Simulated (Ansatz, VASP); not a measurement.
PbI2: VASP beside Ansatz

Contents of INCAR:

```
PREC = Accurate ; ENCUT = 500
EDIFF = 1E-6 ; ISMEAR = -1
SIGMA = 0.02 ; LREAL = F
LASPH = T ; NELM = 120
ALGO = Normal ; ISIF = 2
LWAVE = F ; LCHARG = F
GGA = PE ; NBANDS = 21
GGA_COMPAT = F
```

KPOINTS

```
regular mesh
0
Gamma
  6 6 4
```

POSCAR

```
PbI2
1.0
    4.5657260523      0.0000000000      0.0000000000
   -2.2828630262      3.9540347480      0.0000000000
    0.0000000000      0.0000000000      7.0410821077
Pb I
1 2
Direct
    0.0000000000      0.0000000000      0.0000000000
    0.3333333333      0.6666666667      0.2667794128
    0.6666666667      0.3333333333      0.7332205872
```

Input for Ansatz:

```yaml
crystal:
  lattice:
    - [4.5657260523, 0.0, 0.0]
    - [-2.2828630262, 3.954034748, 0.0]
    - [0.0, 0.0, 7.0410821077]
  atoms:
    - { symbol: Pb, position: [0.0, 0.0, 0.0] }
    - { symbol: I, position: [0.3333333333, 0.6666666667, 0.2667794128] }
    - { symbol: I, position: [0.6666666667, 0.3333333333, 0.7332205872] }
kpoints:
  mp_grid: { grid: [6, 6, 4] }
  band_path:
    path:
      - [0.0, 0.0, 0.0]
      - [0.5, 0.0, 0.0]
      - [0.3333333333, 0.3333333333, 0.0]
      - [0.0, 0.0, 0.5]
      - [0.5, 0.0, 0.5]
      - [0.3333333333, 0.3333333333, 0.5]
    npoints: 1
hamiltonian:
  xc: pbe
scf:
  occupations: { method: fermi_dirac, width: 0.02 }
  n_extra_bands: 4
output:
  forces: true
  stress: true
  eigenvalues: true
  write_density: true
  write_potential: true
  elf: true
  volumetric_format: npy
```

Alike in both runs: task single point; functional PBE; k mesh 6 × 6 × 4; occupations fermi-dirac, width 0.02 eV; no spin polarisation.

|  | VASP | Ansatz |
| --- | --- | --- |
| version | VASP 6.6.1 | Ansatz 0.2.0 |
| potentials or method | VASP PAW PBE potentials, release 64 (Pb_d, I) | plane waves, PAW |
| plane-wave cutoff (eV) | 500 | 420 |
| valence electrons in the cell | 28 | 48 |

Ansatz gave:

| Item | Value |
| --- | --- |
| gap on the k mesh at the Fermi level (eV) | 2.23 |
| pressure (GPa) | 1.3 |
| rms of the force components (eV/Å) | 0.022 |

Problem. What did VASP give for the same quantities?

Solution. gap on the k mesh at the Fermi level (eV): 2.23; pressure (GPa): 1.2; rms of the force components (eV/Å): 0.022.

Atom by atom the forces differ by 0.000 eV/Å (rms over components). With one functional, cell and mesh, what is left measures potentials, basis and numerics. VASP's potentials hold 28 valence electrons a cell and Ansatz's 48, so a difference there can come from the potentials and not from the codes.

Neither program's run includes spin-orbit coupling.
